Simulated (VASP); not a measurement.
Set up this calculation in VASP 6.6.1, as the native input.

* Task: single point
* Functional: PBE
* Potentials or basis: VASP PAW PBE potentials, release 64 (Ru_pv)
* Cutoff: 520 eV
* k mesh: 12 × 12 × 7
* Occupations: fermi-dirac, width 0.15 eV
* Spin: no spin polarisation
* Dipole correction: no
* Further INCAR settings: ALGO = Normal; EDIFF = 1e-07; NBANDS = 21

The structure of Ru lies in POSCAR:

```
Ru
1.0
    2.7237197275      0.0000000000      0.0000000000
   -1.3618598638      2.3588109423      0.0000000000
    0.0000000000      0.0000000000      4.3102577801
Ru
2
Direct
    0.3333333333      0.6666666667      0.2500000000
    0.6666666667      0.3333333333      0.7500000000
```

These files were run (other wordings do the same):

INCAR

```
SYSTEM = Ru
PREC = Accurate
ENCUT = 520
EDIFF = 1E-7
ISMEAR = -1
SIGMA = 0.15
LREAL = .FALSE.
LASPH = .TRUE.
NELM = 60
ALGO = Normal
ISIF = 2
LWAVE = .FALSE.
LCHARG = .TRUE.
GGA = PE
LELF = .TRUE.
LVHAR = .TRUE.
NBANDS = 21
```

KPOINTS

```
regular mesh
0
G
  12 12 7
  0 0 0
```

Potentials or basis: VASP PAW PBE potentials, release 64 (Ru_pv).

Run with:

```sh
$ cat potpaw_PBE.64/Ru_pv/POTCAR > POTCAR
$ mpirun -np 1 vasp_std > vasp.out
```

It gave:

```
Pressure               : -1.5 GPa
Band gap on the k mesh : zero (band 14 reaches 13.86 eV, above the bottom of band 15 at 10.99 eV)
```

Run time: 35 s on 1 thread of Intel(R) Xeon(R) Platinum 8259CL CPU @ 2.50GHz (Skylake/Cascade Lake) (shared host), peak memory 0.16 GiB.
